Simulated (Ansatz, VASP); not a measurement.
## One calculation of MgO, two programs

File INCAR:

```
SYSTEM = MgO
PREC = Accurate ; ENCUT = 600
EDIFF = 1E-6 ; ISMEAR = 0
SIGMA = 0.02 ; LREAL = .FALSE.
LASPH = .TRUE. ; NELM = 120
ALGO = Normal ; ISIF = 2
LWAVE = .FALSE. ; LCHARG = .FALSE.
GGA = PE ; NBANDS = 11
GGA_COMPAT = .FALSE.
```

File KPOINTS:

```
Automatic mesh
0
G
  10 10 10
  0 0 0
```

The input POSCAR:

```
MgO
1.0
    0.0000000000      2.1239719396      2.1239719396
    2.1239719396      0.0000000000      2.1239719396
    2.1239719396      2.1239719396      0.0000000000
Mg O
1 1
Direct
    0.0000000000      0.0000000000      0.0000000000
    0.5000000000      0.5000000000      0.5000000000
```

Input for Ansatz:

```yaml
crystal:
  lattice:
    - [0.0, 2.1239719396, 2.1239719396]
    - [2.1239719396, 0.0, 2.1239719396]
    - [2.1239719396, 2.1239719396, 0.0]
  atoms:
    - { symbol: Mg, position: [0.0, 0.0, 0.0] }
    - { symbol: O, position: [0.5, 0.5, 0.5] }
basis:
  ecutwfc: 420
kpoints:
  mp_grid: { grid: [10, 10, 10] }
  band_path:
    path:
      - [[0.0, 0.0, 0.0], [0.5, 0.0, 0.5], [0.625, 0.25, 0.625]]
      - [[0.375, 0.375, 0.75], [0.0, 0.0, 0.0], [0.5, 0.5, 0.5], [0.5, 0.25, 0.75], [0.5, 0.0, 0.5]]
    npoints: 12
hamiltonian:
  xc: pbe
scf:
  occupations: { method: gaussian, width: 0.02 }
  n_extra_bands: 6
output:
  forces: true
  stress: true
  eigenvalues: true
```

Alike in both runs: task single point; functional PBE; k mesh 10 × 10 × 10; occupations gaussian, width 0.02 eV; no spin polarisation.

|  | VASP | Ansatz |
| --- | --- | --- |
| version | VASP 6.6.1 | Ansatz 0.2.0 |
| potentials or method | VASP PAW PBE potentials, release 64 (Mg, O), cutoff 600 eV | scalar-relativistic, plane waves, PAW |
| valence electrons in the cell | 8 | 16 |

|  | VASP | Ansatz | Ansatz less VASP |
| --- | --- | --- | --- |
| gap on the k mesh at the Fermi level (eV) | 4.48 | 4.50 | +0.016 |
| least direct gap on the mesh (eV) | 4.48 | 4.50 | +0.016 |
| pressure (GPa) | -0.4 | 0.6 | +0.99 |

VASP's potentials hold 8 valence electrons a cell and Ansatz's 16, so a difference there can come from the potentials and not from the codes.
